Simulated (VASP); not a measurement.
ZrS: single point with PBEsol

ZrS:

```xyz
2
Lattice="0.0000 2.3307 2.3307 2.3307 0.0000 2.3307 2.3307 2.3307 0.0000" Properties=species:S:1:pos:R:3 pbc="T T T"
Zr    0.0000    0.0000    0.0000
S     2.3307    2.3307    2.3307
```

This cell differs from its parent crystal: volume scaled by 0.7.

- Program: VASP 6.6.1
- Task: single point
- Functional: PBEsol
- Potentials or basis: VASP PAW PBE potentials, release 64 (Zr_sv, S)
- Cutoff: 520 eV
- k mesh: 9 × 9 × 9
- Occupations: fermi-dirac, width 0.03 eV
- Spin: no spin polarisation

```yaml
Pressure: 89.4 GPa
Band_gap_on_the_k_mesh: zero (band 9 reaches 17.19 eV, above the bottom of band 10 at 13.22 eV)
```

Levels at points of the mesh, in eV from the Fermi level:
| k point | band 6 | band 7 | band 8 | band 9 | band 10 | band 11 | band 12 | band 13 |
| --- | --- | --- | --- | --- | --- | --- | --- | --- |
| (0.00, 0.00, 0.00) | -3.17 | -3.17 | -3.17 | -2.20 | -2.20 | -2.20 | -1.05 | -1.05 |

Run time: 10 s on 1 thread of Intel(R) Xeon(R) 6975P-C (Granite Rapids), on a shared host, peak memory 0.16 GiB.

Caveat: the PAW data sets were made with another functional, which shifts forces and pressure a little.
